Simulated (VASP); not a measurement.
# W in VASP: further runs

The runs below take W through single point, relaxation of cell and atoms, with r2SCAN.

Program: VASP 6.6.1. These are calculated values, not measurements. Logs are shortened: lines on timing, memory, paths and dates and some standing lists are left out, and cuts for length are marked.

**1. The cell of the first run**

It takes space group Fm-3m (No. 225, cubic). The conventional cell has a = 4.018 Å, b = 4.018 Å, c = 4.018 Å, α = 90.00°, β = 90.00°, γ = 90.00°. Within 3.7 Å of W (site symmetry m-3m) lie 12 W at 2.84 Å.

This isn't the form of W at room conditions, which is bcc.

**2. Single point, r2SCAN**

POSCAR reads:

```
W
1.0
    0.0000000000      2.0091344358      2.0091344358
    2.0091344358      0.0000000000      2.0091344358
    2.0091344358      2.0091344358      0.0000000000
W
1
Direct
    0.0000000000      0.0000000000      0.0000000000
```

INCAR.step1 reads:

```
PREC = Accurate
ENCUT = 550
ISMEAR = 0
SIGMA = 0.1
LREAL = False
LASPH = True
NELM = 120
NBANDS = 13
GGA = PE
ALGO = Normal
EDIFF = 1E-5
LWAVE = True
LCHARG = False
GGA_COMPAT = False
```

INCAR.step2 reads:

```
PREC = Accurate
ENCUT = 550
EDIFF = 1E-6
ISMEAR = 0
SIGMA = 0.1
LREAL = False
LASPH = True
NELM = 120
ALGO = Normal
ISIF = 2
LWAVE = False
LCHARG = False
METAGGA = R2SCAN
LMIXTAU = True
NBANDS = 13
ISTART = 1
GGA_COMPAT = False
```

KPOINTS reads:

```
Automatic mesh
0
Gamma
  8 8 8
```

Potentials or basis: VASP PAW PBE potentials, release 64 (W_sv).

Started as:

```bash
$ cat potpaw_PBE.64/W_sv/POTCAR > POTCAR
$ cp INCAR.step1 INCAR
$ mpirun -np 1 vasp_std > vasp.out
$ cp INCAR.step2 INCAR
$ mpirun -np 1 vasp_std > vasp.out
```

OUTCAR:

```text
PREC = Accurate
   ENCUT = 550
   EDIFF = 1E-6
   ISMEAR = 0
   LREAL = False
   LASPH = True
   NELM = 120
   ISIF = 2
   METAGGA = R2SCAN
   ISTART = 1

 ion  position               nearest neighbor table
   1  0.000  0.000  0.000-

  LATTYP: Found a face centered cubic cell.
 ALAT       =     4.0182688716

  Lattice vectors:

 A1 = (   0.0000000000,   2.0091344358,   2.0091344358)
 A2 = (   2.0091344358,   0.0000000000,   2.0091344358)
 A3 = (   2.0091344358,   2.0091344358,   0.0000000000)

Analysis of symmetry for initial positions (statically):
=====================================================================
 Subroutine PRICEL returns:
 Original cell was already a primitive cell.

 Routine SETGRP: Setting up the symmetry group for a
 face centered cubic supercell.

 Subroutine GETGRP returns: Found 48 space group operations
 (whereof 48 operations were pure point group operations)
 out of a pool of 48 trial point group operations.

The static configuration has the point symmetry O_h .

Analysis of symmetry for dynamics (positions and initial velocities):
=====================================================================
 Subroutine PRICEL returns:
 Original cell was already a primitive cell.

 Routine SETGRP: Setting up the symmetry group for a
 face centered cubic supercell.

 Subroutine GETGRP returns: Found 48 space group operations
 (whereof 48 operations were pure point group operations)
 out of a pool of 48 trial point group operations.

The dynamic configuration has the point symmetry O_h .

 Subroutine INISYM returns: Found 48 space group operations
 (whereof 48 operations are pure point group operations),
 and found     1 'primitive' translations

----------------------------------------------------------------------------------------

                                     Primitive cell

  volume of cell :      16.2202

  direct lattice vectors                    reciprocal lattice vectors
     0.000000000  2.009134436  2.009134436    -0.248863387  0.248863387  0.248863387
     2.009134436  0.000000000  2.009134436     0.248863387 -0.248863387  0.248863387
     2.009134436  2.009134436  0.000000000     0.248863387  0.248863387 -0.248863387

  length of vectors
     2.841345168  2.841345168  2.841345168     0.431044030  0.431044030  0.431044030

  position of ions in fractional coordinates (direct lattice)
     0.000000000  0.000000000  0.000000000

  ion indices of the primitive-cell ions
   primitive index   ion index
                 1           1

----------------------------------------------------------------------------------------

 KPOINTS: Automatic mesh

Automatic generation of k-mesh.
 Grid dimensions read from file:
 generate k-points for:    8    8    8

 Generating k-lattice:

  Cartesian coordinates                     Fractional coordinates (reciprocal lattice)
    -0.031107923  0.031107923  0.031107923     0.125000000  0.000000000  0.000000000
     0.031107923 -0.031107923  0.031107923     0.000000000  0.125000000  0.000000000
     0.031107923  0.031107923 -0.031107923     0.000000000  0.000000000  0.125000000

  Length of vectors
     0.053880504  0.053880504  0.053880504

  Shift w.r.t. Gamma in fractional coordinates (k-lattice)
     0.000000000  0.000000000  0.000000000

 Subroutine IBZKPT returns following result:
 ===========================================

 Found     29 irreducible k-points:

 Following reciprocal coordinates:
            Coordinates               Weight
  0.000000  0.000000  0.000000      1.000000
  0.125000  0.000000  0.000000      8.000000
  0.250000  0.000000  0.000000      8.000000
  0.375000  0.000000  0.000000      8.000000
  0.500000  0.000000  0.000000      4.000000
  0.125000  0.125000  0.000000      6.000000
[... 16 lines left out ...]
  0.500000  0.250000  0.125000     48.000000
 -0.375000  0.250000  0.125000     24.000000
 [... further k-points ...]
   k-points           NKPTS =     29   k-points in BZ     NKDIM =     29   number of bands    NBANDS=     13
[... 42 lines left out ...]

  energy without entropy =      -50.80455157  energy(sigma->0) =      -50.80882481

 E-fermi :  10.4444     XC(G=0): -14.8071

 val. band max:       10.3946592126   @ k =   0.2500   0.0000   0.0000
 cond. band min:      10.4502063447   @ k =   0.2500   0.2500   0.0000
 fundamental gap:      0.0555471321
 Fermi energy:        10.4444283994

 k-point     1 :       0.0000    0.0000    0.0000
  band No.  band energies     occupation
      1     -65.1015      2.00000
      2     -28.0199      2.00000
      3     -28.0199      2.00000
      4     -28.0199      2.00000
      5       0.9566      2.00000
      6       9.8961      2.00000
      7       9.8961      2.00000
      8       9.8961      2.00000
      9      13.3324      0.00000
     10      13.3324      0.00000
     11      23.8754      0.00000
     12      29.6106      0.00000
     13      29.6106      0.00000

 k-point     2 :       0.1250    0.0000    0.0000
  band No.  band energies     occupation
      1     -65.0830      2.00000
      2     -28.2179      2.00000
      3     -28.0449      2.00000
      4     -28.0449      2.00000
      5       1.6593      2.00000
      6       9.3872      2.00000
      7      10.1950      1.99958
      8      10.1950      1.99958
      9      13.0891      0.00000
     10      13.0891      0.00000
     11      25.1904      0.00000
     12      27.3598      0.00000
     13      30.9224      0.00000

 k-point     3 :       0.2500    0.0000    0.0000
  band No.  band energies     occupation
      1     -65.0384      2.00000
      2     -28.6779      2.00000
      3     -28.1049      2.00000
      4     -28.1049      2.00000
      5       3.3050      2.00000
      6       8.7816      2.00000
      7      10.3947      1.51848
      8      10.3947      1.51847
      9      13.3764      0.00000
     10      13.3764      0.00000
     11      24.2379      0.00000
     12      28.1115      0.00000
     13      34.3111      0.00000
[... 305 lines left out ...]
 k-point    23 :       0.5000    0.2500    0.1250
  band No.  band energies     occupation
      1     -64.9689      2.00000
      2     -29.0184      2.00000
      3     -28.4831      2.00000
      4     -28.2563      2.00000
      5       5.9908      2.00000
      6       7.9716      2.00000
      7       8.6723      2.00000
      8      11.6465      0.00000
      9      14.2304      0.00000
     10      17.3838      0.00000
     11      22.9940      0.00000
     12      27.4558      0.00000
     13      28.0408      0.00000

 k-point    24 :      -0.3750    0.2500    0.1250
  band No.  band energies     occupation
      1     -64.9538      2.00000
      2     -29.1177      2.00000
      3     -28.5274      2.00000
      4     -28.2954      2.00000
      5       6.1996      2.00000
      6       7.7970      2.00000
      7       9.4480      2.00000
      8      11.3089      0.00000
      9      15.2881      0.00000
     10      18.7374      0.00000
     11      20.3513      0.00000
     12      26.9141      0.00000
     13      28.3432      0.00000

 [... further k-points ...]

------------------------ aborting loop because EDIFF is reached ----------------------------------------

  FORCE on cell =-STRESS in cart. coord.  units (eV):
  Direction    XX          YY          ZZ          XY          YZ          ZX
  --------------------------------------------------------------------------------------
  -------------------------------------------------------------------------------------
  Total        0.1105364      0.1105364      0.1105364     -0.0000000      0.0000000     -0.0000000
  in kB       10.9183953     10.9183953     10.9183953     -0.0000000      0.0000000     -0.0000000
  external PRESSURE =      10.9183953 kB  Pullay stress =       0.0000000 kB

 VOLUME and BASIS-vectors are now :
 -----------------------------------------------------------------------------
  energy-cutoff  :      550.00
  volume of cell :       16.22
      direct lattice vectors                 reciprocal lattice vectors
     0.000000000  2.009134436  2.009134436    -0.248863387  0.248863387  0.248863387
     2.009134436  0.000000000  2.009134436     0.248863387 -0.248863387  0.248863387
     2.009134436  2.009134436  0.000000000     0.248863387  0.248863387 -0.248863387

 POSITION                                       TOTAL-FORCE (eV/Angst)
 -----------------------------------------------------------------------------------
      0.00000      0.00000      0.00000        -0.000000     -0.000000     -0.000000
 -----------------------------------------------------------------------------------
    total drift:                               -0.000000      0.000000     -0.000000

  FREE ENERGIE OF THE ION-ELECTRON SYSTEM (eV)
  ---------------------------------------------------
  free  energy   TOTEN  =       -50.8130980592 eV

  energy  without entropy=      -50.8045515697  energy(sigma->0) =      -50.80882481
```

Wall time 41 s (1 thread of AMD EPYC 9R14 (Zen 4), shared host); peak memory 0.12 GiB.

Results:

| Property | Result |
| --- | --- |
| Free energy | -50.8131 eV |
| Pressure | 1.1 GPa |
| Band gap on the k mesh | zero (bands 7 and 8 overlap by 3.68 eV) |

Levels at points of the mesh, in eV from the Fermi level:
| k point | band 4 | band 5 | band 6 | band 7 | band 8 | band 9 | band 10 | band 11 |
| --- | --- | --- | --- | --- | --- | --- | --- | --- |
| (0.00, 0.00, 0.00) | -38.46 | -9.49 | -0.55 | -0.55 | -0.55 | 2.89 | 2.89 | 13.43 |
| (0.50, 0.00, 0.00) | -38.63 | -5.91 | -0.71 | -0.71 | 0.55 | 5.40 | 5.40 | 11.05 |
| (0.50, 0.50, 0.00) | -38.92 | -5.75 | -4.81 | 3.13 | 5.44 | 6.10 | 6.10 | 12.47 |

Caveat: the PAW data sets were made with another functional, which shifts forces and pressure a little; spin-orbit coupling is left out, which moves the levels of the heavy elements.

**3. Single point, r2SCAN**

This run uses another cell than the first one, of 16.75 Å³/atom.

POSCAR reads:

```
W
1.0
    0.0000000000      2.0307395668      2.0307395668
    2.0307395668      0.0000000000      2.0307395668
    2.0307395668      2.0307395668      0.0000000000
W
1
Direct
    0.0000000000      0.0000000000      0.0000000000
```

INCAR.step1 reads:

```
SYSTEM = W
ALGO     = Normal         ! electronic algorithm
EDIFF    = 1E-5           ! SCF threshold, eV
ENCUT    = 550            ! plane-wave cutoff, eV
GGA      = PE             ! functional
GGA_COMPAT= .FALSE.      
ISMEAR   = 0              ! smearing method
LASPH    = .TRUE.         ! aspherical terms in the spheres
LCHARG   = .FALSE.        ! write CHGCAR
LREAL    = .FALSE.        ! projectors in reciprocal space
LWAVE    = .TRUE.         ! write WAVECAR
NBANDS   = 13             ! bands
NELM     = 120            ! most SCF steps
PREC     = Accurate       ! precision mode
SIGMA    = 0.1            ! smearing width, eV
```

INCAR.step2 reads:

```
SYSTEM = W
ALGO     = Normal         ! electronic algorithm
EDIFF    = 1E-6           ! SCF threshold, eV
ENCUT    = 550            ! plane-wave cutoff, eV
GGA_COMPAT= .FALSE.      
ISIF     = 2              ! what is computed and relaxed
ISMEAR   = 0              ! smearing method
ISTART   = 1            
LASPH    = .TRUE.         ! aspherical terms in the spheres
LCHARG   = .FALSE.        ! write CHGCAR
LMIXTAU  = .TRUE.       
LREAL    = .FALSE.        ! projectors in reciprocal space
LWAVE    = .FALSE.        ! write WAVECAR
METAGGA  = R2SCAN         ! meta-GGA
NBANDS   = 13             ! bands
NELM     = 120            ! most SCF steps
PREC     = Accurate       ! precision mode
SIGMA    = 0.1            ! smearing width, eV
```

KPOINTS reads:

```
k-points
0
G
  8 8 8
  0 0 0
```

Potentials or basis: VASP PAW PBE potentials, release 64 (W_sv).

Started as:

```bash
$ cat potpaw_PBE.64/W_sv/POTCAR > POTCAR
$ cp INCAR.step1 INCAR
$ mpirun -np 1 vasp_std > vasp.out
$ cp INCAR.step2 INCAR
$ mpirun -np 1 vasp_std > vasp.out
```

Run time: 42 s. Hardware: 1 thread of AMD EPYC 9R14 (Zen 4), shared host; peak memory 0.12 GiB.

It converged, with:

- Free energy: -50.8008 eV
- Pressure: -8.4 GPa
- Band gap on the k mesh: zero (bands 7 and 8 overlap by 3.45 eV)

Levels at points of the mesh, in eV from the Fermi level:
```csv
k point,band 3,band 4,band 5,band 6,band 7,band 8,band 9,band 10,band 11,band 12
"(0.00, 0.00, 0.00)",-38.59,-38.59,-9.35,-0.53,-0.53,-0.53,2.76,2.76,13.37,18.94
"(0.50, 0.00, 0.00)",-38.74,-38.74,-5.76,-0.68,-0.68,0.42,5.15,5.15,10.54,13.00
"(0.50, 0.50, 0.00)",-39.00,-39.00,-5.54,-4.62,2.92,5.19,5.81,5.81,12.16,12.16
```

Caveat: the cell stands under tension; the PAW data sets were made with another functional, which shifts forces and pressure a little; spin-orbit coupling is left out, which moves the levels of the heavy elements.

**4. Relaxation of cell and atoms, r2SCAN**

This run uses another cell than the first one, of 16.75 Å³/atom.

POSCAR is that of step 3.

INCAR.step1 reads:

```
PREC = Accurate ; ENCUT = 550
ISMEAR = 0 ; SIGMA = 0.1
LREAL = False ; LASPH = True
NELM = 120 ; GGA = PE
ALGO = Normal ; EDIFF = 1E-5
LWAVE = True ; LCHARG = False
GGA_COMPAT = False ; IBRION = 2
ISIF = 3 ; EDIFFG = -0.005
NELMIN = 4 ; NSW = 100
```

INCAR.step2 reads:

```
PREC = Accurate ; ENCUT = 550
EDIFF = 1E-7 ; ISMEAR = 0
SIGMA = 0.1 ; LREAL = False
LASPH = True ; NELM = 120
ALGO = Normal ; ISIF = 3
LWAVE = False ; LCHARG = False
METAGGA = R2SCAN ; LMIXTAU = True
IBRION = 2 ; NSW = 90
EDIFFG = -0.04 ; ISTART = 1
GGA_COMPAT = False ; NELMIN = 4
```

KPOINTS reads:

```
Automatic mesh
0
Gamma
  8 8 8
```

Started as:

```bash
$ cat potpaw_PBE.64/W_sv/POTCAR > POTCAR
$ cp INCAR.step1 INCAR
$ mpirun -np 1 vasp_std > vasp.out
$ cp INCAR.step2 INCAR
$ mpirun -np 1 vasp_std > vasp.out
```

Run time: 2.8 min. Hardware: 1 thread of AMD EPYC 9R14 (Zen 4), shared host; peak memory 0.12 GiB.

It converged, with:

- Free energy: -50.8135 eV
- Relaxed volume: 16.28 Å³/atom
- Relaxed cell: a = 2.845 Å, b = 2.845 Å, c = 2.845 Å, α = 60.00°, β = 60.00°, γ = 60.00°
- Space group after relaxing (to 0.1 Å): Fm-3m (No. 225)
- Energy gained by relaxing: 12.8 meV/atom
- Ionic steps: 4
- Pressure after relaxing: 0.0 GPa
- Band gap on the k mesh: zero (bands 7 and 8 overlap by 3.66 eV)

The path:
| step | energy change (eV) | largest force (eV/Å) | pressure (GPa) | volume (Å³) |
| --- | --- | --- | --- | --- |
| 1 | 0.0000 | 0.0000 | -8.42 | 16.75 |
| 2 | 0.1606 | 0.0000 | 37.75 | 14.70 |
| 3 | -0.0127 | 0.0000 | -0.55 | 16.31 |
| 4 | -0.0128 | 0.0000 | -0.05 | 16.28 |

Final structure:
```
CELL_PARAMETERS angstrom
0.00000 2.01156 2.01156
2.01156 0.00000 2.01156
2.01156 2.01156 0.00000
ATOMIC_POSITIONS crystal
W 0.00000 0.00000 0.00000
```

Levels at points of the mesh, in eV from the Fermi level:
```csv
k point,band 5,band 6,band 7,band 8,band 9,band 10
"(0.00, 0.00, 0.00)",-9.47,-0.55,-0.55,-0.55,2.87,2.87
"(0.50, 0.00, 0.00)",-5.89,-0.71,-0.71,0.53,5.37,5.37
"(0.50, 0.50, 0.00)",-5.73,-4.79,3.11,5.42,6.07,6.07
```

Caveat: the PAW data sets were made with another functional, which shifts forces and pressure a little; spin-orbit coupling is left out, which moves the levels of the heavy elements.

**5. Relaxation of cell and atoms, r2SCAN**

This run uses another cell than the first one, of 16.58 Å³/atom.

POSCAR reads:

```
W
1.0
   -1.3966122886      1.3966122886      2.1247418573
    1.3966122886     -1.3966122886      2.1247418573
    1.3966122886      1.3966122886     -2.1247418573
W
1
Direct
    0.0000000000      0.0000000000      0.0000000000
```

INCAR.step1 reads:

```
SYSTEM = W
  PREC = Accurate
  ENCUT = 600
  ISMEAR = 0
  SIGMA = 0.1
  LREAL = .False.
  LASPH = .True.
  NELM = 80
  GGA = PE
  ALGO = Normal
  EDIFF = 1E-4
  LWAVE = .True.
  LCHARG = .False.
```

INCAR.step2 reads:

```
SYSTEM = W
  PREC = Accurate
  ENCUT = 600
  EDIFF = 1E-6
  ISMEAR = 0
  SIGMA = 0.1
  LREAL = .False.
  LASPH = .True.
  NELM = 80
  ALGO = Normal
  ISIF = 3
  LWAVE = .False.
  LCHARG = .False.
  METAGGA = R2SCAN
  LMIXTAU = .True.
  IBRION = 2
  NSW = 90
  EDIFFG = -0.04
  ISTART = 1
```

KPOINTS reads:

```
regular mesh
0
Gamma
  8 8 8
  0 0 0
```

Started as:

```bash
$ cat potpaw_PBE.64/W_sv/POTCAR > POTCAR
$ cp INCAR.step1 INCAR
$ mpirun -np 1 vasp_std > vasp.out
$ cp INCAR.step2 INCAR
$ mpirun -np 1 vasp_std > vasp.out
```

Wall time 5.8 min (1 thread of Intel Xeon 8259CL, shared host); peak memory 0.16 GiB.

It converged, with:

- Free energy: -50.9330 eV
- Relaxed volume: 16.29 Å³/atom
- Relaxed cell: a = 2.942 Å, b = 2.942 Å, c = 2.942 Å, α = 125.46°, β = 125.46°, γ = 80.79°
- Space group after relaxing (to 0.1 Å): I4/mmm (No. 139)
- Energy gained by relaxing: 73.3 meV/atom
- Ionic steps: 7
- Pressure after relaxing: 0.0 GPa
- Band gap on the k mesh: zero (bands 7 and 8 overlap by 3.99 eV)

Stress tensor (GPa, compression positive):
```
-0.16  0.00  0.00
 0.00 -0.16  0.00
 0.00  0.00  0.28
```

Step by step:
| step | energy change (eV) | largest force (eV/Å) | pressure (GPa) | volume (Å³) |
| --- | --- | --- | --- | --- |
| 1 | 0.0000 | 0.0000 | -5.61 | 16.58 |
| 2 | 0.0075 | 0.0000 | 24.55 | 15.20 |
| 3 | -0.0349 | 0.0000 | 8.30 | 15.87 |
| 4 | -0.0629 | 0.0000 | 8.11 | 15.89 |
| 5 | -0.0632 | 0.0000 | 8.19 | 15.88 |
| 6 | -0.0727 | 0.0000 | -1.88 | 16.40 |
| 7 | -0.0733 | 0.0000 | -0.01 | 16.29 |

Final structure:
```
W
1.0
    -1.34821    1.34821    2.24088
     1.34821   -1.34821    2.24088
     1.34821    1.34821   -2.24088
W
1
Direct
  0.00000 0.00000 0.00000
```

Levels at points of the mesh, in eV from the Fermi level:
| k point | band 5 | band 6 | band 7 | band 8 | band 9 | band 10 |
| --- | --- | --- | --- | --- | --- | --- |
| (0.00, 0.00, 0.00) | -9.98 | -2.66 | 0.00 | 0.00 | 0.24 | 4.00 |
| (0.50, 0.00, 0.00) | -6.39 | -2.43 | 0.08 | 0.11 | 4.32 | 5.12 |
| (0.50, 0.50, 0.00) | -6.19 | -5.17 | 3.78 | 3.96 | 4.16 | 6.87 |
| (0.50, 0.50, 0.50) | -6.44 | -5.21 | 0.51 | 5.30 | 5.36 | 5.36 |

Caveat: the PAW data sets were made with another functional, which shifts forces and pressure a little; spin-orbit coupling is left out, which moves the levels of the heavy elements.

**6. The runs side by side**

| task | cell | cutoff (eV) | gap on the mesh (eV) | pressure (GPa) | relaxed volume (Å³/atom) |
| --- | --- | --- | --- | --- | --- |
| single point | a = 2.841 Å, angles 60.0°, 1 atom | 550 | none | 1.1 | - |
| single point | a = 2.872 Å, angles 60.0°, 1 atom | 550 | none | -8.4 | - |
| relaxation of cell and atoms | relaxed from a = 2.872 Å, angles 60.0°, 1 atom | 550 | none | 0.0 | 16.28 |
| relaxation of cell and atoms | relaxed from a = 2.901 Å, angles 122.4, 122.4, 85.8°, 1 atom | 600 | none | 0.0 | 16.29 |

Alike in all rows: level r2SCAN; potentials or basis VASP PAW PBE potentials, release 64 (W_sv); no spin polarisation; k mesh 8 × 8 × 8; smearing gaussian 0.1 eV.

Caveats: the PAW data sets were made with another functional, which shifts forces and pressure a little; spin-orbit coupling is left out, which moves the levels of the heavy elements; the cell stands under tension (at least some runs).

Absolute energies hang on the potentials; compare differences alone.
